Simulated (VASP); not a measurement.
In, 1 atom in the cell. It takes space group I4/mmm (No. 139, tetragonal). Conventional cell: a = 3.053 Å, b = 3.053 Å, c = 4.032 Å, α = 90.00°, β = 90.00°, γ = 90.00°. Within 3.9 Å of In (site symmetry 4/mmm) lie 12 In at 2.95 to 3.05 Å. 

| Item | Value |
| --- | --- |
| Program | VASP 6.6.1 |
| Task | single point |
| Functional | PBEsol |
| Potentials or basis | VASP PAW PBE potentials, release 64 (In_d) |
| Cutoff | 520 eV |
| k mesh | 11 × 11 × 11 |
| Occupations | fermi-dirac, width 0.05 eV |
| Spin | no spin polarisation |
| Dipole correction | no |
| Further INCAR settings | ALGO = Normal; EDIFF = 1e-06; NBANDS = 12 |

Potentials or basis: VASP PAW PBE potentials, release 64 (In_d).

Launch:

```console
$ cat potpaw_PBE.64/In_d/POTCAR > POTCAR
$ mpirun -np 1 vasp_std > vasp.out
```

Hardware: 1 thread of Intel(R) Xeon(R) Platinum 8488C (Sapphire Rapids), with other jobs on the host.

Q: How long does it take, and how much memory?

A: Run time: 12 s on 1 thread of Intel(R) Xeon(R) Platinum 8488C (Sapphire Rapids), on a shared host, peak memory 0.15 GiB. Counts: scf iterations 11, k points 126.
